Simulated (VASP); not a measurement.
# Mg5TeBr (P4/mmm) in VASP: further runs

Runs on Mg5TeBr. Level: PBE. Tasks: single point.

All numbers are computed with VASP 6.6.1; they aren't measurements. Logs are shortened: lines on timing, memory, paths and dates and some standing lists are left out, and cuts for length are marked.

**1. The cell of the first run**

It takes space group P4/mmm (No. 123, tetragonal). Conventional cell: a = 4.343 Å, b = 4.343 Å, c = 7.562 Å, α = 90.00°, β = 90.00°, γ = 90.00°. Mg (site symmetry 2mm) has 2 Te at 2.74 Å and 7 Mg at 3.03 to 3.35 Å and 2 Br at 3.03 Å within 3.6 Å. Mg (site symmetry 4/mmm) has 8 Mg at 3.03 Å and 4 Br at 3.07 Å and 2 Te at 3.78 Å within 4.0 Å. Within 3.6 Å of Te (site symmetry 4/mmm) lie 8 Mg at 2.74 Å. Within 4.0 Å of Br (site symmetry 4/mmm) lie 12 Mg at 3.03 to 3.07 Å.

The cell was generated, and may not be a known phase.

**2. Single point, PBE**

Input file INCAR:

```
PREC     = Accurate       # precision mode
ENCUT    = 520            # plane-wave cutoff, eV
EDIFF    = 1E-6           # SCF threshold, eV
ISMEAR   = 0              # smearing method
SIGMA    = 0.1            # smearing width, eV
LREAL    = F              # projectors in reciprocal space
LASPH    = T              # aspherical terms in the spheres
NELM     = 60             # most SCF steps
ALGO     = Normal         # electronic algorithm
ISIF     = 2              # what is computed and relaxed
LWAVE    = F              # write WAVECAR
LCHARG   = F              # write CHGCAR
GGA      = PE             # functional
NBANDS   = 20             # bands
```

Input file KPOINTS:

```
Automatic mesh
0
Gamma
  4 4 2
```

Input file POSCAR:

```
Mg5TeBr
1.0
    4.3431053500      0.0000000000      0.0000000000
    0.0000000000      4.3431053500      0.0000000000
    0.0000000000      0.0000000000      7.5617125200
Mg Te Br
5 1 1
Direct
    0.0000000000      0.5000000000      0.2787401100
    0.0000000000      0.5000000000      0.7212598900
    0.5000000000      0.0000000000      0.2787401100
    0.5000000000      0.0000000000      0.7212598900
    0.0000000000      0.0000000000      0.0000000000
    0.0000000000      0.0000000000      0.5000000000
    0.5000000000      0.5000000000      0.0000000000
```

Potentials or basis: VASP PAW PBE potentials, release 64 (Mg, Te, Br).

On the command line:

```sh
> cat potpaw_PBE.64/Mg/POTCAR potpaw_PBE.64/Te/POTCAR potpaw_PBE.64/Br/POTCAR > POTCAR
> mpirun -np 1 vasp_std > vasp.out
```

OUTCAR:

```text
PREC = Accurate
   ENCUT = 520
   EDIFF = 1E-6
   ISMEAR = 0
   LREAL = F
   LASPH = T
   NELM = 60
   ISIF = 2
   GGA = PE

 ion  position               nearest neighbor table
   1  0.000  0.500  0.279-   6 2.74   6 2.74   7 3.03   5 3.03   5 3.03   7 3.03   3 3.07   3 3.07
                             3 3.07   3 3.07   2 3.35
   2  0.000  0.500  0.721-   6 2.74   6 2.74   7 3.03   5 3.03   5 3.03   7 3.03   4 3.07   4 3.07
                             4 3.07   4 3.07   1 3.35
   3  0.500  0.000  0.279-   6 2.74   6 2.74   7 3.03   7 3.03   5 3.03   5 3.03   1 3.07   1 3.07
                             1 3.07   1 3.07   4 3.35
   4  0.500  0.000  0.721-   6 2.74   6 2.74   7 3.03   7 3.03   5 3.03   5 3.03   2 3.07   2 3.07
                             2 3.07   2 3.07   3 3.35
   5  0.000  0.000  0.000-   1 3.03   2 3.03   3 3.03   4 3.03   1 3.03   2 3.03   3 3.03   4 3.03
                             7 3.07   7 3.07   7 3.07   7 3.07
   6  0.000  0.000  0.500-   1 2.74   2 2.74   3 2.74   4 2.74   1 2.74   2 2.74   3 2.74   4 2.74

   7  0.500  0.500  0.000-   1 3.03   2 3.03   3 3.03   4 3.03   3 3.03   4 3.03   1 3.03   2 3.03
                             5 3.07   5 3.07   5 3.07   5 3.07

  LATTYP: Found a simple tetragonal cell.
 ALAT       =     4.3431053500
 C/A-ratio  =     1.7410842958

  Lattice vectors:

 A1 = (   4.3431053500,   0.0000000000,   0.0000000000)
 A2 = (   0.0000000000,   4.3431053500,   0.0000000000)
 A3 = (   0.0000000000,   0.0000000000,   7.5617125200)

Analysis of symmetry for initial positions (statically):
=====================================================================
 Subroutine PRICEL returns:
 Original cell was already a primitive cell.

 Routine SETGRP: Setting up the symmetry group for a
 simple tetragonal supercell.

 Subroutine GETGRP returns: Found 16 space group operations
 (whereof 16 operations were pure point group operations)
 out of a pool of 16 trial point group operations.

The static configuration has the point symmetry D_4h.

Analysis of symmetry for dynamics (positions and initial velocities):
=====================================================================
 Subroutine PRICEL returns:
 Original cell was already a primitive cell.

 Routine SETGRP: Setting up the symmetry group for a
 simple tetragonal supercell.

 Subroutine GETGRP returns: Found 16 space group operations
 (whereof 16 operations were pure point group operations)
 out of a pool of 16 trial point group operations.

The dynamic configuration has the point symmetry D_4h.

 Subroutine INISYM returns: Found 16 space group operations
 (whereof 16 operations are pure point group operations),
 and found     1 'primitive' translations

----------------------------------------------------------------------------------------

                                     Primitive cell

  volume of cell :     142.6333

  direct lattice vectors                    reciprocal lattice vectors
     4.343105350  0.000000000  0.000000000     0.230249998  0.000000000  0.000000000
     0.000000000  4.343105350  0.000000000     0.000000000  0.230249998  0.000000000
     0.000000000  0.000000000  7.561712520     0.000000000  0.000000000  0.132245176

  length of vectors
     4.343105350  4.343105350  7.561712520     0.230249998  0.230249998  0.132245176

  position of ions in fractional coordinates (direct lattice)
     0.000000000  0.500000000  0.278740110
     0.000000000  0.500000000  0.721259890
     0.500000000  0.000000000  0.278740110
     0.500000000  0.000000000  0.721259890
     0.000000000  0.000000000  0.000000000
     0.000000000  0.000000000  0.500000000
     0.500000000  0.500000000  0.000000000

  ion indices of the primitive-cell ions
   primitive index   ion index
                 1           1
                 2           2
                 3           3
                 4           4
                 5           5
                 6           6
                 7           7

----------------------------------------------------------------------------------------

 KPOINTS: Automatic mesh

Automatic generation of k-mesh.
 Grid dimensions read from file:
 generate k-points for:    4    4    2

 Generating k-lattice:

  Cartesian coordinates                     Fractional coordinates (reciprocal lattice)
     0.057562500  0.000000000  0.000000000     0.250000000  0.000000000  0.000000000
     0.000000000  0.057562500  0.000000000     0.000000000  0.250000000  0.000000000
     0.000000000  0.000000000  0.066122588     0.000000000  0.000000000  0.500000000

  Length of vectors
     0.057562500  0.057562500  0.066122588

  Shift w.r.t. Gamma in fractional coordinates (k-lattice)
     0.000000000  0.000000000  0.000000000

 Subroutine IBZKPT returns following result:
 ===========================================

 Found     12 irreducible k-points:

 Following reciprocal coordinates:
            Coordinates               Weight
  0.000000  0.000000  0.000000      1.000000
  0.250000  0.000000  0.000000      4.000000
  0.500000  0.000000  0.000000      2.000000
  0.250000  0.250000  0.000000      4.000000
  0.500000  0.250000  0.000000      4.000000
  0.500000  0.500000  0.000000      1.000000
  0.000000  0.000000  0.500000      1.000000
  0.250000  0.000000  0.500000      4.000000
  0.500000  0.000000  0.500000      2.000000
  0.250000  0.250000  0.500000      4.000000
  0.500000  0.250000  0.500000      4.000000
  0.500000  0.500000  0.500000      1.000000
   k-points           NKPTS =     12   k-points in BZ     NKDIM =     12   number of bands    NBANDS=     20
   number of dos      NEDOS =    301   number of ions     NIONS =      7
   total plane-waves  NPLWV =  57344
   dimension x,y,z NGX =    32 NGY =   32 NGZ =   56
   dimension x,y,z NGXF=    64 NGYF=   64 NGZF=  112
   ions per type =               5   1   1
   NGX,Y,Z   is equivalent  to a cutoff of  12.25, 12.25, 12.31 a.u.
   NGXF,Y,Z  is equivalent  to a cutoff of  24.50, 24.50, 24.62 a.u.
 SYSTEM =  unknown system
   PREC   = accura    normal or accurate (medium, high low for compatibility)
   ISTART =      0    job   : 0-new  1-cont  2-samecut
   ICHARG =      2    charge: 1-file 2-atom 10-const
   ISPIN  =      1    spin polarized calculation?
   LNONCOLLINEAR =      F non collinear calculations
   LSORBIT =      F    spin-orbit coupling
   LASPH  =      T    aspherical Exc in radial PAW
   ENCUT  =  520.0 eV  38.22 Ry    6.18 a.u.   8.08  8.08 14.06*2*pi/ulx,y,z
   NELM   =     60;   NELMIN=  2; NELMDL= -5     # of ELM steps
   EDIFF  = 0.1E-05   stopping-criterion for ELM
   LREAL  =      F    real-space projection
[... 7 lines left out ...]
   TEBEG  =    0.0;   TEEND  =   0.0 temperature during run
   PSTRESS=    0.0 pullay stress
   NELECT =      23.0000    total number of electrons
   NUPDOWN=      -1.0000    fix difference up-down
   EMIN   =  10.00;   EMAX   =-10.00  energy-range for DOS
   EFERMI =   0.00;   METHOD = LEGACY
   ISMEAR =     0;   SIGMA  =   0.10  broadening in eV -4-tet -1-fermi 0-gaus
   EFERMI_NEDOS =   21; number of points for ismear=-14 and -15
   IALGO  =     38    algorithm
   IMIX   =      4    mixing-type and parameters
     AMIX     =   0.40;   BMIX     =  1.00
     AMIX_MAG =   1.60;   BMIX_MAG =  1.00
  volume/ion in A,a.u.               =      20.38       137.51
  Fermi-wavevector in a.u.,A,eV,Ry     =   0.891067  1.683873 10.803037  0.794001
  Thomas-Fermi vector in A             =   2.012839
   LORBIT       =      0    0 simple, 1 ext, 2 COOP (PROOUT), +10 PAW based schemes
   GGA     = PE    functional components
   LHFCALC =     F    Hartree Fock is set to
   AEXX    =    0.0000 exact exchange contribution
   IVDW    =     0    specifies the selected vdW correction
   LEPSILON=     F    determine dielectric tensor
   LRPA    =     F    only Hartree local field effects (RPA)
 non-spin polarized calculation
 Gauss-broadening in eV      SIGMA  =   0.10
  energy-cutoff  :      520.00
  volume of cell :      142.63
 maximum number of plane-waves:      3880
   NGX = 17   NGY = 17   NGZ = 29

 number of electron      22.9999999 magnetization

 Free energy of the ion-electron system (eV)
  ---------------------------------------------------
  ext. energy  EPLUGINS =         0.00000000
  ---------------------------------------------------
  free energy    TOTEN  =       -10.53488913 eV

  energy without entropy =      -10.51720273  energy(sigma->0) =      -10.52604593

 E-fermi :   5.8013     XC(G=0):  -9.4343

 val. band max:        5.7985971827   @ k =   0.2500   0.0000   0.5000
 cond. band min:       5.8108028896   @ k =   0.5000   0.5000   0.5000
 fundamental gap:      0.0122057070
 Fermi energy:         5.8012847813

 k-point     1 :       0.0000    0.0000    0.0000
  band No.  band energies     occupation
      1     -11.9739      2.00000
      2      -7.8234      2.00000
      3      -2.0458      2.00000
      4      -0.1702      2.00000
      5      -0.1702      2.00000
      6       0.5598      2.00000
[... 12 lines left out ...]
     19       9.1720      0.00000
     20       9.7948      0.00000

 k-point     2 :       0.2500    0.0000    0.0000
  band No.  band energies     occupation
      1     -11.9212      2.00000
      2      -7.6641      2.00000
      3      -1.6711      2.00000
      4      -1.2739      2.00000
      5      -0.1248      2.00000
      6      -0.0560      2.00000
[... 12 lines left out ...]
     19       9.0141      0.00000
     20       9.0164      0.00000
[... 189 lines left out ...]
      3      -1.9037      2.00000
      4      -1.3009      2.00000
      5      -0.8205      2.00000
      6      -0.0640      2.00000
[... 12 lines left out ...]
     19       9.7182      0.00000
     20      11.6174      0.00000

 k-point    12 :       0.5000    0.5000    0.5000
  band No.  band energies     occupation
      1     -11.7782      2.00000
      2      -7.1436      2.00000
      3      -1.4268      2.00000
      4      -1.4268      2.00000
      5      -0.5680      2.00000
      6      -0.5680      2.00000
[... 12 lines left out ...]
     19      12.5771      0.00000
     20      13.0278      0.00000

------------------------ aborting loop because EDIFF is reached ----------------------------------------

  FORCE on cell =-STRESS in cart. coord.  units (eV):
  Direction    XX          YY          ZZ          XY          YZ          ZX
  --------------------------------------------------------------------------------------
  -------------------------------------------------------------------------------------
  Total       10.8840044     10.8840044     18.5680318      0.0000000     -0.0000000      0.0000000
  in kB      122.2583129    122.2583129    208.5717872      0.0000000     -0.0000000      0.0000000
  external PRESSURE =     151.0294710 kB  Pullay stress =       0.0000000 kB

 VOLUME and BASIS-vectors are now :
 -----------------------------------------------------------------------------
  energy-cutoff  :      520.00
  volume of cell :      142.63
      direct lattice vectors                 reciprocal lattice vectors
     4.343105350  0.000000000  0.000000000     0.230249998  0.000000000  0.000000000
     0.000000000  4.343105350  0.000000000     0.000000000  0.230249998  0.000000000
     0.000000000  0.000000000  7.561712520     0.000000000  0.000000000  0.132245176

 POSITION                                       TOTAL-FORCE (eV/Angst)
 -----------------------------------------------------------------------------------
      0.00000      2.17155      2.10775         0.000000     -0.000000     -0.518206
      0.00000      2.17155      5.45396        -0.000000      0.000000      0.518206
      2.17155      0.00000      2.10775         0.000000     -0.000000     -0.518206
      2.17155      0.00000      5.45396        -0.000000     -0.000000      0.518206
      0.00000      0.00000      0.00000         0.000000      0.000000      0.000000
      0.00000      0.00000      3.78086         0.000000      0.000000      0.000000
      2.17155      2.17155      0.00000         0.000000      0.000000      0.000000
 -----------------------------------------------------------------------------------
    total drift:                                0.000000     -0.000000     -0.000000

  FREE ENERGIE OF THE ION-ELECTRON SYSTEM (eV)
  ---------------------------------------------------
  free  energy   TOTEN  =       -10.5348891334 eV

  energy  without entropy=      -10.5172027339  energy(sigma->0) =      -10.52604593
```

Run time: 31 s. Hardware: 1 thread of Oxide Virtual Turin-like, shared host; peak memory 0.21 GiB.

Results:

| Property | Result |
| --- | --- |
| Free energy | -10.5349 eV |
| Pressure | 15.1 GPa |
| Largest force | 0.518 eV/Å |
| Band gap on the k mesh | zero (an odd number of electrons rules out a gap without spin polarisation) |

Forces on the atoms (eV/Å):
```
Mg   0.000  0.000 -0.518
Mg   0.000  0.000  0.518
Mg   0.000  0.000 -0.518
Mg   0.000  0.000  0.518
Mg   0.000  0.000  0.000
Te   0.000  0.000  0.000
Br   0.000  0.000  0.000
```

Caveat: the k points lie up to 0.42 Å⁻¹ apart, too coarse for converged energies and pressures of a metal; spin-orbit coupling is left out, which moves the levels of the heavy elements; an odd number of electrons without spin polarisation forces a metal; a magnetic or distorted state may lie lower.

(Part 1 of 2 ends here.)

The gap in the log of VASP goes by the Fermi energy; the results here count the filled bands.